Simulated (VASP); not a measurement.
# RbNaAs (P6_3mc) in VASP: relaxation of cell and atoms with PBE

Aim: the relaxation of cell and atoms of RbNaAs with PBE.

All numbers are computed with VASP 6.6.1; they aren't measurements. Logs are shortened: lines on timing, memory, paths and dates and some standing lists are left out, and cuts for length are marked.

### 1 The cell of the first run

The structure is hexagonal, space group P6_3mc (No. 186). The conventional cell has a = 4.287 Å, b = 4.287 Å, c = 12.564 Å, α = 90.00°, β = 90.00°, γ = 120.00°. Within 3.8 Å of Rb (site symmetry 3m) lie 3 As at 2.87 Å and 3 Na at 3.66 Å. Within 3.8 Å of As (site symmetry 3m) lie 3 Rb at 2.87 Å and 3 Na at 3.27 Å. Within 4.4 Å of Na (site symmetry 3m) lie 4 As at 3.27 to 4.15 Å and 6 Rb at 3.66 to 4.36 Å and 6 Na at 4.29 Å.

### 2 Relaxation of cell and atoms, PBE

INCAR reads:

```
PREC = Accurate
ENCUT = 500
EDIFF = 1E-7
ISMEAR = 0
SIGMA = 0.161
LREAL = False
LASPH = True
NELM = 120
ALGO = Normal
ISIF = 3
LWAVE = False
LCHARG = False
GGA = PE
IBRION = 2
NSW = 60
EDIFFG = -0.01
ISYM = 0
GGA_COMPAT = False
NELMIN = 4
```

KPOINTS reads:

```
Automatic mesh
0
Gamma
  5 5 2
  0.5 0.5 0.5
```

POSCAR reads:

```
RbNaAs
1.0
    2.1435870000      3.7128000000      0.0000000000
   -2.1435870000      3.7128000000      0.0000000000
    0.0000000000      0.0000000000     12.5636120000
Rb As Na
2 2 2
Direct
    0.0000000000      0.0000000000      0.3578700000
    0.0000000000      0.0000000000      0.8578700000
    0.3333300000      0.3333400000      0.4737000000
    0.6666700000      0.6666600000      0.9737000000
    0.6666700000      0.6666600000      0.6437000000
    0.3333300000      0.3333400000      0.1437000000
```

Potentials or basis: VASP PAW PBE potentials, release 64 (Rb_sv, As, Na_pv).

On the command line:

```
$ cat potpaw_PBE.64/Rb_sv/POTCAR potpaw_PBE.64/As/POTCAR potpaw_PBE.64/Na_pv/POTCAR > POTCAR
$ mpirun -np 1 vasp_std > vasp.out
```

OUTCAR:

```text
PREC = Accurate
   ENCUT = 500
   EDIFF = 1E-7
   ISMEAR = 0
   LREAL = False
   LASPH = True
   NELM = 120
   ISIF = 3
   GGA = PE
   IBRION = 2
   NSW = 60
   EDIFFG = -0.01
   ISYM = 0
   NELMIN = 4

 ion  position               nearest neighbor table
   1  0.000  0.000  0.358-   3 2.87   3 2.87   3 2.87   6 3.66   6 3.66   6 3.66
   2  0.000  0.000  0.858-   4 2.87   4 2.87   4 2.87   5 3.66   5 3.66   5 3.66
   3  0.333  0.333  0.474-   1 2.87   1 2.87   1 2.87
   4  0.667  0.667  0.974-   2 2.87   2 2.87   2 2.87
   5  0.667  0.667  0.644-   2 3.66   2 3.66   2 3.66
   6  0.333  0.333  0.144-   1 3.66   1 3.66   1 3.66

IMPORTANT INFORMATION: All symmetrisations will be switched off!
NOSYMM: (Re-)initialisation of all symmetry stuff for point group C_1.

----------------------------------------------------------------------------------------

                                     Primitive cell

  volume of cell :     199.9803

  direct lattice vectors                    reciprocal lattice vectors
     2.143587000  3.712800000  0.000000000     0.233253887  0.134669252  0.000000000
    -2.143587000  3.712800000  0.000000000    -0.233253887  0.134669252  0.000000000
     0.000000000  0.000000000 12.563612000     0.000000000  0.000000000  0.079594945

  length of vectors
     4.287172619  4.287172619 12.563612000     0.269338418  0.269338418  0.079594945

  position of ions in fractional coordinates (direct lattice)
     0.000000000  0.000000000  0.357870000
     0.000000000  0.000000000  0.857870000
     0.333330000  0.333340000  0.473700000
     0.666670000  0.666660000  0.973700000
     0.666670000  0.666660000  0.643700000
     0.333330000  0.333340000  0.143700000

  ion indices of the primitive-cell ions
   primitive index   ion index
                 1           1
                 2           2
                 3           3
                 4           4
                 5           5
                 6           6

----------------------------------------------------------------------------------------

 KPOINTS: Automatic mesh

Automatic generation of k-mesh.
 Grid dimensions read from file:
 generate k-points for:    5    5    2

 Generating k-lattice:

  Cartesian coordinates                     Fractional coordinates (reciprocal lattice)
     0.046650777  0.026933850  0.000000000     0.200000000 -0.000000000  0.000000000
    -0.046650777  0.026933850  0.000000000    -0.000000000  0.200000000  0.000000000
[... 74 lines left out ...]
   EFERMI_NEDOS =   21; number of points for ismear=-14 and -15
   IALGO  =     38    algorithm
   IMIX   =      4    mixing-type and parameters
     AMIX     =   0.40;   BMIX     =  1.00
     AMIX_MAG =   1.60;   BMIX_MAG =  1.00
  volume/ion in A,a.u.               =      33.33       224.92
  Fermi-wavevector in a.u.,A,eV,Ry     =   0.973111  1.838912 12.883958  0.946944
  Thomas-Fermi vector in A             =   2.103464
   LORBIT       =      0    0 simple, 1 ext, 2 COOP (PROOUT), +10 PAW based schemes
   GGA     = PE    functional components
   LHFCALC =     F    Hartree Fock is set to
   AEXX    =    0.0000 exact exchange contribution
   IVDW    =     0    specifies the selected vdW correction
   LEPSILON=     F    determine dielectric tensor
   LRPA    =     F    only Hartree local field effects (RPA)
 conjugate gradient relaxation of ions
 non-spin polarized calculation
 Gauss-broadening in eV      SIGMA  =   0.16
  energy-cutoff  :      500.00
  volume of cell :      199.98
 maximum number of plane-waves:      5101
   NGX = 15   NGY = 15   NGZ = 45

--------------------------------------- Ionic step        1  -------------------------------------------

 number of electron      41.9999997 magnetization

 Free energy of the ion-electron system (eV)
  ---------------------------------------------------
  ext. energy  EPLUGINS =         0.00000000
  ---------------------------------------------------
  free energy    TOTEN  =       -11.40837368 eV

  energy without entropy =      -11.30448863  energy(sigma->0) =      -11.35643115

------------------------ aborting loop because EDIFF is reached ----------------------------------------

  FORCE on cell =-STRESS in cart. coord.  units (eV):
  Direction    XX          YY          ZZ          XY          YZ          ZX
  --------------------------------------------------------------------------------------
  -------------------------------------------------------------------------------------
  Total        9.5024026      9.5019532      1.8771441     -0.0003277      0.0000003     -0.0000001
  in kB       76.1301751     76.1265749     15.0390710     -0.0026257      0.0000022     -0.0000006
  external PRESSURE =      55.7652736 kB  Pullay stress =       0.0000000 kB
[... 101 lines left out ...]
  FREE ENERGIE OF THE ION-ELECTRON SYSTEM (eV)
  ---------------------------------------------------
  free  energy   TOTEN  =       -13.2376119252 eV

  energy  without entropy=      -13.1327304782  energy(sigma->0) =      -13.18517120

 E-fermi :  -0.0414     XC(G=0):  -6.7860

 val. band max:       -0.0653561868   @ k =   0.1000   0.4000   0.2500
 cond. band min:      -0.0368633934   @ k =   0.5000   0.5000   0.2500
 fundamental gap:      0.0284927935
 Fermi energy:        -0.0413769448

 k-point     1 :       0.1000    0.1000    0.2500
  band No.  band energies     occupation
      1     -27.2360      2.00000
      2     -27.2359      2.00000
      3     -24.4419      2.00000
      4     -24.4419      2.00000
      5     -24.4116      2.00000
      6     -24.4115      2.00000
[... 661 lines left out ...]
     24       2.2874      0.00000
     25       2.8394      0.00000

 [... further k-points ...]

[... ionic steps 4 to 18 ...]

--------------------------------------- Ionic step       19  -------------------------------------------

 number of electron      42.0000023 magnetization

------------------------ aborting loop because EDIFF is reached ----------------------------------------
[... 75 lines left out ...]
--------------------------------------- Ionic step       21  -------------------------------------------

 number of electron      42.0000030 magnetization

 Free energy of the ion-electron system (eV)
  ---------------------------------------------------
  ext. energy  EPLUGINS =         0.00000000
  ---------------------------------------------------
  free energy    TOTEN  =       -14.84341882 eV

  energy without entropy =      -14.74061904  energy(sigma->0) =      -14.79201893

 E-fermi :   0.7001     XC(G=0):  -7.8545

 val. band max:        0.6319241317   @ k =   0.3000   0.1000   0.2500
 cond. band min:       0.7216389329   @ k =   0.3000   0.5000  -0.2500
 fundamental gap:      0.0897148012
 Fermi energy:         0.7001152633

 k-point     1 :       0.1000    0.1000    0.2500
  band No.  band energies     occupation
      1     -26.0094      2.00000
      2     -25.9795      2.00000
      3     -22.9959      2.00000
      4     -22.9953      2.00000
      5     -22.9623      2.00000
      6     -22.9622      2.00000
[... 696 lines left out ...]
  FREE ENERGIE OF THE ION-ELECTRON SYSTEM (eV)
  ---------------------------------------------------
  free  energy   TOTEN  =       -14.8434188214 eV

  energy  without entropy=      -14.7406190404  energy(sigma->0) =      -14.79201893

 reached required accuracy - stopping structural energy minimisation
```

OSZICAR:

```text
N       E                     dE             d eps       ncg     rms          rms(c)
DAV:   1     0.344022962607E+03    0.34402E+03   -0.18957E+04  3782   0.148E+03
DAV:   2     0.205329881839E+02   -0.32349E+03   -0.31875E+03  4600   0.356E+02
DAV:   3    -0.122670798820E+02   -0.32800E+02   -0.32498E+02  5809   0.113E+02
[... 268 lines left out ...]
DAV:   3    -0.148434264713E+02    0.47732E-03   -0.76022E-04  4545   0.179E-01    0.345E-02
DAV:   4    -0.148434183277E+02    0.81436E-05   -0.56486E-05  5944   0.422E-02    0.152E-02
DAV:   5    -0.148434191626E+02   -0.83493E-06   -0.17536E-05  4558   0.217E-02    0.627E-03
DAV:   6    -0.148434187755E+02    0.38710E-06   -0.12086E-05  4469   0.893E-03    0.307E-03
DAV:   7    -0.148434188214E+02   -0.45904E-07   -0.77464E-07  2865   0.406E-03
  21 F= -.14843419E+02 E0= -.14792019E+02  d E =-.223804E-03
```

It took 81 min on 1 thread of Intel Xeon Platinum 8259CL at 2.50GHz (Skylake/Cascade Lake), shared host; peak memory 0.56 GiB.

Results:

```
Free energy                           : -14.8434 eV
Relaxed volume                        : 32.35 Å³/atom
Relaxed cell                          : a = 5.390 Å, b = 5.390 Å, c = 7.715 Å, α = 90.00°, β = 90.00°, γ = 60.00°
Space group after relaxing (to 0.1 Å) : P6_3/mmc (No. 194)
Energy gained by relaxing             : 572.5 meV/atom
Ionic steps                           : 21
Pressure after relaxing               : 0.0 GPa
Largest force after relaxing          : 0.010 eV/Å
Band gap on the k mesh                : zero (bands 21 and 22 overlap by 0.16 eV)
```

Forces on the atoms (eV/Å):
```
Rb   0.000  0.000  0.010
Rb   0.000  0.000  0.009
As   0.000  0.000 -0.005
As   0.000  0.000 -0.005
Na   0.000  0.000 -0.004
Na   0.000  0.000 -0.004
```

The path:
| step | energy change (eV) | largest force (eV/Å) | pressure (GPa) | volume (Å³) |
| --- | --- | --- | --- | --- |
| 1 | 0.0000 | 2.6890 | 5.58 | 199.98 |
| 2 | -1.5818 | 1.3192 | 0.51 | 235.20 |
| 3 | -1.8292 | 0.9386 | -0.74 | 252.75 |
| 4 | -1.8022 | 0.8523 | -2.05 | 290.07 |
| 5 | -1.8863 | 0.8839 | -1.50 | 269.44 |
| 6 | -2.2530 | 0.7528 | -1.30 | 258.40 |
| 7 | -2.9342 | 0.4917 | -0.05 | 224.95 |
| 8 | -2.6658 | 0.5179 | 6.55 | 156.56 |
| 9 | -2.9638 | 0.5508 | 2.78 | 186.81 |
| 10 | -3.2249 | 0.3441 | 1.44 | 192.26 |
| 11 | -3.4063 | 0.1158 | -0.34 | 200.55 |
| 12 | -3.4073 | 0.1073 | -0.42 | 200.94 |
| 13 | -3.4180 | 0.0872 | -0.31 | 198.53 |
| 14 | -3.4322 | 0.0268 | 0.08 | 191.33 |
| 15 | -3.4329 | 0.0191 | 0.03 | 191.87 |
| 16 | -3.4333 | 0.0102 | -0.05 | 192.75 |
| 17 | -3.4339 | 0.0126 | 0.00 | 192.50 |
| 18 | -3.4340 | 0.0189 | 0.04 | 192.32 |
| 19 | -3.4344 | 0.0174 | 0.01 | 192.89 |
| 20 | -3.4348 | 0.0131 | -0.06 | 194.35 |
| 21 | -3.4350 | 0.0097 | -0.01 | 194.12 |

Final structure:
```
Rb As Na
1.0
     2.69516    4.66814    0.00000
    -2.69514    4.66813    0.00000
     0.00000    0.00000    7.71460
Rb As Na
2 2 2
Direct
  0.00000 0.00000 0.32434
  0.00000 0.00000 0.82436
  0.33333 0.33333 0.57528
  0.66667 0.66667 0.07529
  0.66667 0.66667 0.57563
  0.33333 0.33333 0.07564
```

Caveat: a cell axis changed by over 15 % at a fixed basis, so the end point is rough.

The gap in the log of VASP goes by the Fermi energy; the results here count the filled bands.